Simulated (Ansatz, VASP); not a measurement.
## Rb in VASP and in Ansatz

File POSCAR:

```
Rb
1.0
   -2.8425668548      2.8425668548      2.8425668548
    2.8425668548     -2.8425668548      2.8425668548
    2.8425668548      2.8425668548     -2.8425668548
Rb
1
Direct
    0.0000000000      0.0000000000      0.0000000000
```

Contents of INCAR.step1:

```
SYSTEM = Rb
PREC     = Accurate       ! precision mode
ENCUT    = 520            ! plane-wave cutoff, eV
ISMEAR   = 0              ! smearing method
SIGMA    = 0.05           ! smearing width, eV
LREAL    = .False.        ! projectors in reciprocal space
LASPH    = .True.         ! aspherical terms in the spheres
NELM     = 80             ! most SCF steps
NBANDS   = 10             ! bands
GGA      = PE             ! functional
ALGO     = Normal         ! electronic algorithm
EDIFF    = 1E-4           ! SCF threshold, eV
LWAVE    = .True.         ! write WAVECAR
LCHARG   = .False.        ! write CHGCAR
```

File INCAR.step2:

```
SYSTEM = Rb
PREC     = Accurate       ! precision mode
ENCUT    = 520            ! plane-wave cutoff, eV
EDIFF    = 1E-6           ! SCF threshold, eV
ISMEAR   = 0              ! smearing method
SIGMA    = 0.05           ! smearing width, eV
LREAL    = .False.        ! projectors in reciprocal space
LASPH    = .True.         ! aspherical terms in the spheres
NELM     = 80             ! most SCF steps
ALGO     = Normal         ! electronic algorithm
ISIF     = 2              ! what is computed and relaxed
LWAVE    = .False.        ! write WAVECAR
LCHARG   = .False.        ! write CHGCAR
METAGGA  = R2SCAN         ! meta-GGA
LMIXTAU  = .True.       
NBANDS   = 10             ! bands
ISTART   = 1
```

File KPOINTS:

```
regular mesh
0
Gamma
  10 10 10
  0 0 0
```

Input for Ansatz:

```yaml
crystal:
  lattice:
    - [-2.8425668548, 2.8425668548, 2.8425668548]
    - [2.8425668548, -2.8425668548, 2.8425668548]
    - [2.8425668548, 2.8425668548, -2.8425668548]
  atoms:
    - { symbol: Rb, position: [0.0, 0.0, 0.0] }
basis:
  ecutwfc: 500
  ecutrho_ratio: 4
kpoints:
  mp_grid: { grid: [10, 10, 10] }
hamiltonian:
  xc: r2scan
scf:
  occupations: { method: gaussian, width: 0.05 }
output:
  forces: true
  stress: true
  eigenvalues: true
```

Alike in both runs: task single point; functional r2SCAN; k mesh 10 × 10 × 10; occupations gaussian, width 0.05 eV; no spin polarisation.

|  | VASP | Ansatz |
| --- | --- | --- |
| version | VASP 6.6.1 | Ansatz 0.2.0 |
| potentials or method | VASP PAW PBE potentials, release 64 (Rb_sv), cutoff 520 eV | scalar-relativistic, plane waves, PAW |
| valence electrons in the cell | 9 | 9 |

|  | VASP | Ansatz | Ansatz less VASP |
| --- | --- | --- | --- |
| pressure (GPa) | 0.1 | 0.1 | -0.01 |

VASP's potentials were made for PBE, not for r2SCAN.
